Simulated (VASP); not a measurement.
Write the native input for VASP 6.6.1 that does the following.

```yaml
Task: relaxation of cell and atoms
Functional: PBE
Potentials_or_basis: VASP PAW PBE potentials, release 64 (Pd)
Cutoff: 600 eV
k_mesh: 10 × 10 × 10
Occupations: fermi-dirac, width 0.02 eV
Spin: no spin polarisation
Dipole_correction: no
Further_INCAR_settings: ALGO = Normal; EDIFF = 1e-06; IBRION = 2; EDIFFG = -0.005; NSW = 80; ISIF = 3
```

The structure of Pd lies in POSCAR:

```
Pd
1.0
    0.0000000000      1.9465000000      1.9465000000
    1.9465000000      0.0000000000      1.9465000000
    1.9465000000      1.9465000000      0.0000000000
Pd
1
Direct
    0.0000000000      0.0000000000      0.0000000000
```

These files were run (other wordings do the same):

INCAR

```
SYSTEM = Pd
PREC = Accurate
ENCUT = 600
EDIFF = 1E-6
ISMEAR = -1
SIGMA = 0.02
LREAL = .False.
LASPH = .True.
NELM = 100
ALGO = Normal
ISIF = 3
LWAVE = .False.
LCHARG = .False.
GGA = PE
IBRION = 2
NSW = 80
EDIFFG = -0.005
```

KPOINTS

```
Automatic mesh
0
Gamma
  10 10 10
  0 0 0
```

Potentials or basis: VASP PAW PBE potentials, release 64 (Pd).

Run with:

```bash
$ cat potpaw_PBE.64/Pd/POTCAR > POTCAR
$ mpirun -np 1 vasp_std > vasp.out
```

It gave:

```json
{
  "Relaxed volume": "15.27 Å³/atom",
  "Relaxed cell": "a = 2.785 Å, b = 2.785 Å, c = 2.785 Å, α = 60.00°, β = 60.00°, γ = 60.00°",
  "Space group after relaxing (to 0.05 Å)": "Fm-3m (No. 225)",
  "Energy gained by relaxing": "9.9 meV/atom",
  "Ionic steps": "3",
  "Pressure after relaxing": "-0.1 GPa",
  "Band gap on the k mesh": "zero (band 5 reaches 9.48 eV, above the bottom of band 6 at 8.00 eV)"
}
```

Run time: 26 s on 1 thread of Intel Xeon 8259CL, with other jobs on the host, peak memory 0.15 GiB.
